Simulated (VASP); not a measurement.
Here is a VASP 6.6.1 calculation.

Contents of INCAR:

```
SYSTEM = W
PREC = Accurate
ENCUT = 520
EDIFF = 1E-6
ISMEAR = 1
SIGMA = 0.1
LREAL = .FALSE.
LASPH = .TRUE.
NELM = 100
ALGO = Normal
ISIF = 2
LWAVE = .FALSE.
LCHARG = .TRUE.
GGA = PE
IVDW = 12
LELF = .TRUE.
LVHAR = .TRUE.
NBANDS = 13
```

Contents of KPOINTS:

```
regular mesh
0
G
  12 12 12
  0 0 0
```

The input POSCAR:

```
W
1.0
   -1.6133792515      1.6133792515      1.6133792515
    1.6133792515     -1.6133792515      1.6133792515
    1.6133792515      1.6133792515     -1.6133792515
W
1
Direct
    0.0000000000      0.0000000000      0.0000000000
```

Potentials or basis: VASP PAW PBE potentials, release 64 (W_sv).

Command:

```sh
$ cat potpaw_PBE.64/W_sv/POTCAR > POTCAR
$ mpirun -np 1 vasp_std > vasp.out
```

Task: What does it give for the dispersion energy per atom?

Result: -0.655 eV.

Task: Predict the pressure.

Result: -17.0 GPa.

Task: Estimate the band gap on the k mesh.

Result: Zero (band 7 reaches 15.37 eV, above the bottom of band 8 at 9.48 eV).

Caveat: three body term missing; spin-orbit coupling is left out, which moves the levels of the heavy elements; pairwise dispersion overbinds metals, which lowers pressure and volume.
